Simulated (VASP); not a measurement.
Wanted: the native input for a VASP 6.6.1 run.

```
Task                   : single point
Functional             : PBE
Potentials or basis    : VASP PAW PBE potentials, release 64 (Al)
Cutoff                 : 520 eV
k mesh                 : 13 × 13 × 13
Occupations            : methfessel-paxton, width 0.2 eV
Spin                   : no spin polarisation
Dipole correction      : no
Further INCAR settings : ALGO = Normal; EDIFF = 1e-07; NBANDS = 8
```

The structure of Al lies in POSCAR:

```
Al
1.0
    0.0000000000      2.0199630948      2.0199630948
    2.0199630948      0.0000000000      2.0199630948
    2.0199630948      2.0199630948      0.0000000000
Al
1
Direct
    0.0000000000      0.0000000000      0.0000000000
```

The input as run:

INCAR

```
SYSTEM = Al
PREC     = Accurate       ! precision mode
ENCUT    = 520            ! plane-wave cutoff, eV
EDIFF    = 1E-7           ! SCF threshold, eV
ISMEAR   = 1              ! smearing method
SIGMA    = 0.2            ! smearing width, eV
LREAL    = .False.        ! projectors in reciprocal space
LASPH    = .True.         ! aspherical terms in the spheres
NELM     = 60             ! most SCF steps
ALGO     = Normal         ! electronic algorithm
ISIF     = 2              ! what is computed and relaxed
LWAVE    = .False.        ! write WAVECAR
LCHARG   = .False.        ! write CHGCAR
GGA      = PE             ! functional
NBANDS   = 8              ! bands
```

KPOINTS

```
regular mesh
0
Gamma
  13 13 13
  0 0 0
```

Potentials or basis: VASP PAW PBE potentials, release 64 (Al).

Run with:

```console
$ cat potpaw_PBE.64/Al/POTCAR > POTCAR
$ mpirun -np 1 vasp_std > vasp.out
```

It gave:

```yaml
Pressure: -0.1 GPa
```

Wall time 9.2 s on 1 thread of AMD EPYC 7R13 Processor (Zen 3), on a shared host, peak memory 0.1 GiB.
